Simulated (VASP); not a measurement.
Pb, 1 atom in the cell. It takes space group Fm-3m (No. 225, cubic). Conventional cell: a = 5.039 Å, b = 5.039 Å, c = 5.039 Å, α = 90.00°, β = 90.00°, γ = 90.00°. Within 4.7 Å of Pb (site symmetry m-3m) lie 12 Pb at 3.56 Å. 

```yaml
Program: VASP 6.6.1
Task: single point
Functional: PBE
Potentials_or_basis: VASP PAW PBE potentials, release 64 (Pb_d)
Cutoff: 500 eV
k_mesh: 15 × 15 × 15
Occupations: fermi-dirac, width 0.1 eV
Spin: no spin polarisation
Dipole_correction: no
Further_INCAR_settings: ALGO = Normal; EDIFF = 1e-06; NBANDS = 13
```

Potentials or basis: VASP PAW PBE potentials, release 64 (Pb_d).

Run with:

```sh
$ cat potpaw_PBE.64/Pb_d/POTCAR > POTCAR
$ mpirun -np 1 vasp_std > vasp.out
```

Hardware: 1 thread of Intel(R) Xeon(R) Platinum 8559C (Emerald Rapids), with other jobs on the host.

Estimate the wall time of this run.

It took 17 s on 1 thread of Intel(R) Xeon(R) Platinum 8559C (Emerald Rapids) (shared host), peak memory 0.19 GiB. Counts: scf iterations 10, k points 120.
